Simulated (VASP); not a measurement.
BAs:

```
CELL_PARAMETERS angstrom
3.31526 0.00000 0.00000
-1.65763 2.87110 0.00000
0.00000 0.00000 9.79209
ATOMIC_POSITIONS crystal
B 0.33333 0.66667 0.25000
B 0.66667 0.33333 0.75000
As 0.66667 0.33333 0.25000
As 0.33333 0.66667 0.75000
```

This cell differs from its parent crystal: volume changed by -6%.

Base run:

* Program: VASP 6.6.1
* Functional: PBE
* Potentials or basis: VASP PAW PBE potentials, release 64 (B, As_d)
* Cutoff: 600 eV
* k mesh: 9 × 9 × 2
* Occupations: gaussian, width 0.01 eV
* Spin: no spin polarisation

Its results: band gap on the k mesh 0.71 eV, direct; pressure 4.8 GPa.

Task: The run is repeated on the same cell with these changes: potentials or basis from VASP PAW PBE potentials, release 64 (B, As_d) to VASP PAW PBE potentials, release 64 (B, As); cutoff from 600 eV to 520 eV; further incar settings from ALGO = Normal; EDIFF = 1e-06; NBANDS = 26 to ALGO = Normal; EDIFF = 1e-07; NBANDS = 16; valence electrons from 36 to 16. What comes out?

Result: Band gap on the k mesh 0.70 eV, direct; pressure 5.5 GPa.

Caveats: this functional lacks dispersion, which binds the layers, so the pressure and a relaxed spacing across them are unreliable.

A k mesh can miss the band edges.
